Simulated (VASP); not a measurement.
GaAs: single point with LDA

GaAs:

```xyz
2
Lattice="0.0000 2.8017 2.8017 2.8017 0.0000 2.8017 2.8017 2.8017 0.0000" Properties=species:S:1:pos:R:3 pbc="T T T"
Ga    0.0000    0.0000    0.0000
As    4.2025    4.2025    4.2025
```

```
Program             : VASP 6.6.1
Task                : single point
Functional          : LDA
Potentials or basis : VASP PAW LDA potentials, release 64 (Ga_d, As)
Cutoff              : 520 eV
k mesh              : 12 × 12 × 12
Occupations         : gaussian, width 0.02 eV
Spin                : no spin polarisation
```

```yaml
Pressure: 0.3 GPa
Band_gap_on_the_k_mesh: 0.54 eV, direct
```

Levels at points of the mesh, in eV from the valence-band top:
```
           k point  band 7  band 8  band 9  band 10  band 11  band 12
(0.00, 0.00, 0.00)    0.00    0.00    0.00     0.54     3.68     3.68
(0.50, 0.00, 0.00)   -6.84   -1.19   -1.19     0.94     4.59     4.59
(0.50, 0.50, 0.00)   -7.00   -2.79   -2.79     1.29     1.54    10.26
```

Wall time 66 s on 1 thread of AMD EPYC 7R43 64-Core Processor (Zen 3), on a shared host, peak memory 0.15 GiB.

A k mesh can miss the band edges. Expect the measured gap to be larger: semilocal functionals such as LDA lack the derivative discontinuity.
